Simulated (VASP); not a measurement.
# As (P6_3/mmc) in VASP: further runs

Runs on As. Level: LDA. Tasks: single point.

Everything below comes from runs of VASP 6.6.1. Logs are shortened: lines on timing, memory, paths and dates and some standing lists are left out, and cuts for length are marked.

## (1) The cell of the first run

The structure is hexagonal, space group P6_3/mmc (No. 194). The conventional cell has a = 2.914 Å, b = 2.914 Å, c = 4.916 Å, α = 90.00°, β = 90.00°, γ = 120.00°. As (site symmetry -6m2) has 12 As at 2.91 to 2.98 Å within 3.8 Å.

## (2) Single point, LDA

Contents of INCAR:

```
ALGO = Normal
EDIFF = 1E-6
ENCUT = 520
ISIF = 2
ISMEAR = 1
LASPH = True
LCHARG = False
LREAL = False
LWAVE = False
NBANDS = 12
NELM = 60
PREC = Accurate
SIGMA = 0.1
```

Contents of KPOINTS:

```
k-points
0
Gamma
  8 8 4
```

Contents of POSCAR:

```
As
1.0
    2.9139356811      0.0000000000      0.0000000000
   -1.4569678406      2.5235423248      0.0000000000
    0.0000000000      0.0000000000      4.9160840413
As
2
Direct
    0.3333333333      0.6666666667      0.2500000000
    0.6666666667      0.3333333333      0.7500000000
```

Potentials or basis: VASP PAW LDA potentials, release 64 (As).

Run with:

```
$ cat potpaw_LDA.64/As/POTCAR > POTCAR
$ mpirun -np 1 vasp_std > vasp.out
```

OUTCAR:

```text
EDIFF = 1E-6
   ENCUT = 520
   ISIF = 2
   ISMEAR = 1
   LASPH = True
   LREAL = False
   NELM = 60
   PREC = Accurate

 ion  position               nearest neighbor table
   1  0.333  0.667  0.250-
   2  0.667  0.333  0.750-

  LATTYP: Found a hexagonal cell.
 ALAT       =     2.9139356811
 C/A-ratio  =     1.6870942187

  Lattice vectors:

 A1 = (   2.9139356811,   0.0000000000,   0.0000000000)
 A2 = (  -1.4569678406,   2.5235423248,   0.0000000000)
 A3 = (   0.0000000000,   0.0000000000,   4.9160840413)

Analysis of symmetry for initial positions (statically):
=====================================================================
 Subroutine PRICEL returns:
 Original cell was already a primitive cell.

 Routine SETGRP: Setting up the symmetry group for a
 hexagonal supercell.

 Subroutine GETGRP returns: Found 24 space group operations
 (whereof 12 operations were pure point group operations)
 out of a pool of 24 trial point group operations.

The static configuration has the point symmetry D_3d.
 The point group associated with its full space group is D_6h.

Analysis of symmetry for dynamics (positions and initial velocities):
=====================================================================
 Subroutine PRICEL returns:
 Original cell was already a primitive cell.

 Routine SETGRP: Setting up the symmetry group for a
 hexagonal supercell.

 Subroutine GETGRP returns: Found 24 space group operations
 (whereof 12 operations were pure point group operations)
 out of a pool of 24 trial point group operations.

The dynamic configuration has the point symmetry D_3d.
 The point group associated with its full space group is D_6h.

 Subroutine INISYM returns: Found 24 space group operations
 (whereof 12 operations are pure point group operations),
 and found     1 'primitive' translations

----------------------------------------------------------------------------------------

                                     Primitive cell

  volume of cell :      36.1501

  direct lattice vectors                    reciprocal lattice vectors
     2.913935681  0.000000000  0.000000000     0.343178474  0.198134184  0.000000000
    -1.456967841  2.523542325  0.000000000     0.000000000  0.396268369  0.000000000
     0.000000000  0.000000000  4.916084041     0.000000000  0.000000000  0.203413935

  length of vectors
     2.913935681  2.913935681  4.916084041     0.396268369  0.396268369  0.203413935

  position of ions in fractional coordinates (direct lattice)
     0.333333333  0.666666667  0.250000000
     0.666666667  0.333333333  0.750000000

  ion indices of the primitive-cell ions
   primitive index   ion index
                 1           1
                 2           2

----------------------------------------------------------------------------------------

 KPOINTS: k-points

Automatic generation of k-mesh.
 Grid dimensions read from file:
 generate k-points for:    8    8    4

 Generating k-lattice:

  Cartesian coordinates                     Fractional coordinates (reciprocal lattice)
     0.042897309  0.024766773  0.000000000     0.125000000  0.000000000  0.000000000
     0.000000000  0.049533546  0.000000000     0.000000000  0.125000000  0.000000000
     0.000000000  0.000000000  0.050853484     0.000000000  0.000000000  0.250000000

  Length of vectors
     0.049533546  0.049533546  0.050853484

  Shift w.r.t. Gamma in fractional coordinates (k-lattice)
     0.000000000  0.000000000  0.000000000

 Subroutine IBZKPT returns following result:
 ===========================================

 Found     30 irreducible k-points:

 Following reciprocal coordinates:
            Coordinates               Weight
  0.000000  0.000000  0.000000      1.000000
  0.125000  0.000000  0.000000      6.000000
  0.250000  0.000000  0.000000      6.000000
  0.375000  0.000000  0.000000      6.000000
  0.500000  0.000000  0.000000      3.000000
  0.125000  0.125000  0.000000      6.000000
[... 16 lines left out ...]
  0.250000  0.000000  0.500000      6.000000
  0.375000  0.000000  0.500000      6.000000
 [... further k-points ...]
   k-points           NKPTS =     30   k-points in BZ     NKDIM =     30   number of bands    NBANDS=     12
   number of dos      NEDOS =    301   number of ions     NIONS =      2
   total plane-waves  NPLWV =  23040
   dimension x,y,z NGX =    24 NGY =   24 NGZ =   40
   dimension x,y,z NGXF=    48 NGYF=   48 NGZF=   80
   ions per type =               2
   NGX,Y,Z   is equivalent  to a cutoff of  13.69, 13.69, 13.53 a.u.
   NGXF,Y,Z  is equivalent  to a cutoff of  27.38, 27.38, 27.05 a.u.
 SYSTEM =  unknown system
   PREC   = accura    normal or accurate (medium, high low for compatibility)
   ISTART =      0    job   : 0-new  1-cont  2-samecut
   ICHARG =      2    charge: 1-file 2-atom 10-const
   ISPIN  =      1    spin polarized calculation?
   LNONCOLLINEAR =      F non collinear calculations
   LSORBIT =      F    spin-orbit coupling
   LASPH  =      T    aspherical Exc in radial PAW
   ENCUT  =  520.0 eV  38.22 Ry    6.18 a.u.   5.42  5.42  9.14*2*pi/ulx,y,z
   NELM   =     60;   NELMIN=  2; NELMDL= -5     # of ELM steps
   EDIFF  = 0.1E-05   stopping-criterion for ELM
   LREAL  =      F    real-space projection
   EDIFFG = 0.1E-04   stopping-criterion for IOM
   NSW    =      0    number of steps for IOM
   IBRION =     -1    ionic relax: 0-MD 1-quasi-New 2-CG
   NFREE  =      0    steps in history (QN), initial steepest desc. (CG)
   ISIF   =      2    stress and relaxation
   ISYM   =      2    0-nonsym 1-usesym 2-fastsym
   POTIM  = 0.5000    time-step for ionic-motion
   TEBEG  =    0.0;   TEEND  =   0.0 temperature during run
   PSTRESS=    0.0 pullay stress
   NELECT =      10.0000    total number of electrons
   NUPDOWN=      -1.0000    fix difference up-down
   EMIN   =  10.00;   EMAX   =-10.00  energy-range for DOS
   EFERMI =   0.00;   METHOD = LEGACY
   ISMEAR =     1;   SIGMA  =   0.10  broadening in eV -4-tet -1-fermi 0-gaus
   EFERMI_NEDOS =   21; number of points for ismear=-14 and -15
   IALGO  =     38    algorithm
   IMIX   =      4    mixing-type and parameters
     AMIX     =   0.40;   BMIX     =  1.00
     AMIX_MAG =   1.60;   BMIX_MAG =  1.00
  volume/ion in A,a.u.               =      18.08       121.98
  Fermi-wavevector in a.u.,A,eV,Ry     =   1.066690  2.015752 15.481083  1.137828
  Thomas-Fermi vector in A             =   2.202282
   LORBIT       =      0    0 simple, 1 ext, 2 COOP (PROOUT), +10 PAW based schemes
   GGA     = CA    functional components
   LHFCALC =     F    Hartree Fock is set to
   AEXX    =    0.0000 exact exchange contribution
   IVDW    =     0    specifies the selected vdW correction
   LEPSILON=     F    determine dielectric tensor
   LRPA    =     F    only Hartree local field effects (RPA)
 non-spin polarized calculation
 Methfessel and Paxton  Order N= 1 SIGMA  =   0.10
  energy-cutoff  :      520.00
  volume of cell :       36.15
 maximum number of plane-waves:      1002
 NGX is ok and might be reduce to    24
   NGX = 11   NGY = 11   NGZ = 19

 number of electron      10.0000000 magnetization

 number of electron       9.9999998 magnetization

 Free energy of the ion-electron system (eV)
  ---------------------------------------------------
  ext. energy  EPLUGINS =         0.00000000
  ---------------------------------------------------
  free energy    TOTEN  =        -9.85624122 eV

  energy without entropy =       -9.85575026  energy(sigma->0) =       -9.85607757

 E-fermi :   7.1603     XC(G=0): -11.1145

 val. band max:        7.1497325723   @ k =   0.1250   0.1250   0.2500
 cond. band min:       7.3563461233   @ k =   0.2500   0.1250   0.2500
 fundamental gap:      0.2066135510
 Fermi energy:         7.1602720106

 k-point     1 :       0.0000    0.0000    0.0000
  band No.  band energies     occupation
      1      -8.4458      2.00000
      2      -4.0956      2.00000
      3       0.0021      2.00000
      4      11.7847      0.00000
      5      11.7847      0.00000
      6      12.8118      0.00000
      7      13.3905      0.00000
      8      13.3905      0.00000
      9      17.5022      0.00000
     10      18.7848      0.00000
     11      19.8875      0.00000
     12      19.8875      0.00000

 k-point     2 :       0.1250    0.0000    0.0000
  band No.  band energies     occupation
      1      -8.0959      2.00000
      2      -3.7785      2.00000
      3       0.3584      2.00000
      4       9.1001     -0.00000
      5      10.7720      0.00000
      6      11.7688      0.00000
      7      12.6065      0.00000
      8      13.3166      0.00000
      9      16.9511      0.00000
     10      19.4049      0.00000
     11      19.9499      0.00000
     12      19.9537      0.00000

 k-point     3 :       0.2500    0.0000    0.0000
  band No.  band energies     occupation
      1      -7.0574      2.00000
      2      -2.8788      2.00000
      3       1.4098      2.00000
      4       5.1287      2.00000
      5       8.5492     -0.00000
      6       9.3449      0.00000
      7      11.3645      0.00000
      8      12.5108      0.00000
      9      14.6579      0.00000
     10      17.3975      0.00000
     11      19.0261      0.00000
     12      20.2382      0.00000
[... 286 lines left out ...]
 k-point    23 :       0.2500    0.0000    0.5000
  band No.  band energies     occupation
      1      -5.6494      2.00000
      2      -5.6494      2.00000
      3       5.6736      2.00000
      4       5.6736      2.00000
      5       7.6122     -0.00000
      6       7.6122     -0.00000
      7      10.5849      0.00000
      8      10.5849      0.00000
      9      15.4671      0.00000
     10      15.4671      0.00000
     11      19.7540      0.00000
     12      19.7540      0.00000

 k-point    24 :       0.3750    0.0000    0.5000
  band No.  band energies     occupation
      1      -4.0661      2.00000
      2      -4.0661      2.00000
      3       2.5656      2.00000
      4       2.5656      2.00000
      5       8.4181     -0.00000
      6       8.4181     -0.00000
      7       9.6609      0.00000
      8       9.6609      0.00000
      9      14.5102      0.00000
     10      14.5102      0.00000
     11      16.7451      0.00000
     12      16.7451      0.00000

 [... further k-points ...]

------------------------ aborting loop because EDIFF is reached ----------------------------------------

  FORCE on cell =-STRESS in cart. coord.  units (eV):
  Direction    XX          YY          ZZ          XY          YZ          ZX
  --------------------------------------------------------------------------------------
  -------------------------------------------------------------------------------------
  Total        0.1176457      0.1176457      0.0132833     -0.0000000     -0.0000000      0.0000000
  in kB        5.2140680      5.2140680      0.5887172     -0.0000000     -0.0000000      0.0000000
  external PRESSURE =       3.6722844 kB  Pullay stress =       0.0000000 kB

 VOLUME and BASIS-vectors are now :
 -----------------------------------------------------------------------------
  energy-cutoff  :      520.00
  volume of cell :       36.15
      direct lattice vectors                 reciprocal lattice vectors
     2.913935681  0.000000000  0.000000000     0.343178474  0.198134184  0.000000000
    -1.456967841  2.523542325  0.000000000     0.000000000  0.396268369  0.000000000
     0.000000000  0.000000000  4.916084041     0.000000000  0.000000000  0.203413935

 POSITION                                       TOTAL-FORCE (eV/Angst)
 -----------------------------------------------------------------------------------
     -0.00000      1.68236      1.22902         0.000000      0.000000      0.000000
      1.45697      0.84118      3.68706        -0.000000      0.000000      0.000000
 -----------------------------------------------------------------------------------
    total drift:                               -0.000000      0.000000      0.000000

  FREE ENERGIE OF THE ION-ELECTRON SYSTEM (eV)
  ---------------------------------------------------
  free  energy   TOTEN  =        -9.8562412203 eV

  energy  without entropy=       -9.8557502562  energy(sigma->0) =       -9.85607757
```

It took 18 s on 1 thread of AMD EPYC 7R13, shared host; peak memory 0.11 GiB.

Results:

| Item | Value |
| --- | --- |
| Free energy | -9.8562 eV |
| Pressure | 0.4 GPa |
| Band gap on the k mesh | zero (band 5 reaches 12.59 eV, above the bottom of band 6 at 4.10 eV) |

Stress tensor (GPa, compression positive):
```
0.52 0.00 0.00
0.00 0.52 0.00
0.00 0.00 0.06
```

Levels at points of the mesh, in eV from the Fermi level:
```tsv
k point	band 1	band 2	band 3	band 4	band 5	band 6	band 7	band 8
(0.00, 0.00, 0.00)	-15.61	-11.26	-7.16	4.62	4.62	5.65	6.23	6.23
(0.50, 0.00, 0.00)	-10.99	-9.51	-5.38	-3.95	-2.64	-0.21	0.87	4.27
(0.00, 0.00, 0.50)	-14.17	-14.17	-1.41	-1.41	5.43	5.43	5.43	5.43
(0.50, 0.00, 0.50)	-9.97	-9.97	-6.48	-6.48	1.93	1.93	2.17	2.17
```

(Continued in part 2 of 2.)
